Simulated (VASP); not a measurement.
Runs of VASP 6.6.1 on GaSb. The structure is that of space group I-4m2 (No. 119), or close to it. The cells are those of the table. 

```csv
cell,gap on the mesh (eV),pressure (GPa)
"a = 4.400, b = 4.220 Å, angles 61.3, 57.3, 61.3°, 2 atoms",none,2.0
"a = 4.456, b = 4.630 Å, angles 58.7, 62.6, 58.7°, 2 atoms",0.10,-2.8
"a = 4.460, b = 4.278 Å, angles 61.3, 57.3, 61.3°, 2 atoms",none,(a)
"a = 4.472, b = 4.589 Å, angles 59.1, 61.7, 59.1°, 2 atoms",0.14,-2.8
"a = 4.416, b = 4.532 Å, angles 59.1, 61.7, 59.1°, 2 atoms",0.17,-1.6
"a = 4.400, b = 4.573 Å, angles 58.7, 62.6, 58.7°, 2 atoms",0.14,-1.6
```

Alike in all rows: task single point; level PBE; potentials or basis VASP PAW PBE potentials, release 64 (Ga_d, Sb); no spin polarisation; k mesh 14 × 14 × 14; cutoff (eV) 520; smearing gaussian 0.15 eV.

Fill in the values left out.

(a) 0.0.

Caveats: spin-orbit coupling is left out, which moves the levels of the heavy elements.

A k mesh can miss the band edges, and the runs leave out spin-orbit coupling on Ga, Sb.

A gap of «none» marks levels without a gap at the run's occupations.
